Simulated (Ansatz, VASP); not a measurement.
## BAuCl: VASP beside Ansatz

```xyz
3
Lattice="3.8908 0.0000 0.0000 -1.9454 3.3696 0.0000 0.0000 0.0000 3.8032" Properties=species:S:1:pos:R:3 pbc="T T T"
Au    1.9456    1.1231    1.9016
Cl    0.0000    0.0000    0.0000
B    -0.0002    2.2465    1.9016
```

Alike in both runs: task relaxation of cell and atoms; functional PBE; k mesh 5 × 5 × 5; no spin polarisation.

|  | VASP | Ansatz |
| --- | --- | --- |
| version | VASP 6.6.1 | Ansatz 0.2.0 |
| potentials or method | VASP PAW PBE potentials, release 64 (Au, Cl, B), cutoff 600 eV | PAW plane waves |
| occupations | fermi-dirac, width 0.1 eV | fermi-dirac |
| valence electrons in the cell | 21 | 29 |

VASP gave:

```
gap on the k mesh at the Fermi level, each at its own relaxed structure (eV) : none
relaxed volume (Å³/atom)                                                     : 18.57
relaxed cell length with the largest relative difference (Å)                 : 4.776
```

Question: Estimate Ansatz's values.

Answer: gap on the k mesh at the Fermi level, each at its own relaxed structure (eV): none; relaxed volume (Å³/atom): 20.69; relaxed cell length with the largest relative difference (Å): 5.985.

A gap of «none» marks a metal or a gap that the smearing closes. VASP's potentials hold 21 valence electrons a cell and Ansatz's 29, so a difference there can come from the potentials and not from the codes. Ansatz's warnings: relaxation start displaced.

The k mesh is coarse, so the values compare programs but aren't converged. Neither program's run includes spin-orbit coupling.
